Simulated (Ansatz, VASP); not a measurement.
## One calculation of AlSb2Br2, two programs

INCAR

```
SYSTEM = AlSb2Br2
ALGO = Normal
EDIFF = 1E-6
EDIFFG = -0.01
ENCUT = 600
GGA = PE
IBRION = 2
ISIF = 3
ISMEAR = 0
LASPH = .True.
LCHARG = .False.
LREAL = .False.
LWAVE = .False.
NELM = 80
NSW = 100
PREC = Accurate
SIGMA = 0.1
```

The input KPOINTS:

```
k-points
0
Gamma
  12 12 4
  0 0 0
```

File POSCAR:

```
AlSb2Br2
1.0
    4.0896911578      0.0000000000      0.0000000000
   -2.0448455789      3.5417764363      0.0000000000
    0.0000000000      0.0000000000     12.8177091632
Al Sb Br
1 2 2
Direct
    0.0000000000      0.0000000000      0.0000000000
    0.3333333333      0.6666666667      0.5641572673
    0.6666666667      0.3333333333      0.4358427327
    0.3333333333      0.6666666667      0.1126154709
    0.6666666667      0.3333333333      0.8873845291
```

Input for Ansatz:

```yaml
crystal:
  lattice:
    - [4.0896911578, 0.0, 0.0]
    - [-2.0448455789, 3.5417764363, 0.0]
    - [0.0, 0.0, 12.8177091632]
  atoms:
    - { symbol: Al, position: [0.0, 0.0, 0.0] }
    - { symbol: Sb, position: [0.3333333333, 0.6666666667, 0.5641572673] }
    - { symbol: Sb, position: [0.6666666667, 0.3333333333, 0.4358427327] }
    - { symbol: Br, position: [0.3333333333, 0.6666666667, 0.1126154709] }
    - { symbol: Br, position: [0.6666666667, 0.3333333333, 0.8873845291] }
basis:
  ecutwfc: 420
kpoints:
  mp_grid: { grid: [12, 12, 4] }
hamiltonian:
  xc: pbe
scf:
  occupations: { method: gaussian, width: 0.1 }
output:
  forces: true
  stress: true
  eigenvalues: true
relax:
  adjacent_minimum: "off"
  f_tol: 0.01
  max_steps: 80
  cell: { stress_tol: 0.05 }
```

Alike in both runs: task relaxation of cell and atoms; functional PBE; k mesh 12 × 12 × 4; occupations gaussian, width 0.1 eV; no spin polarisation.

```csv
,VASP,Ansatz
version,VASP 6.6.1,Ansatz 0.2.0
potentials or method,"VASP PAW PBE potentials, release 64 (Al, Sb, Br), cutoff 600 eV","scalar-relativistic, plane waves, PAW"
valence electrons in the cell,27,47
```

VASP gave:

| Property | Result |
| --- | --- |
| gap on the k mesh at the Fermi level, each at its own relaxed structure (eV) | none |
| relaxed volume (Å³/atom) | 38.03 |
| relaxed length of the cell vector where the two differ most in proportion (Å) | 13.267 |

Question: Estimate Ansatz's values.

Answer: gap on the k mesh at the Fermi level, each at its own relaxed structure (eV): none; relaxed volume (Å³/atom): 38.20; relaxed length of the cell vector where the two differ most in proportion (Å): 13.306.

A gap of «none» marks a metal or a gap that the smearing closes. VASP's potentials hold 27 valence electrons a cell and Ansatz's 47, so a difference there can come from the potentials and not from the codes.

Neither program's run includes spin-orbit coupling.
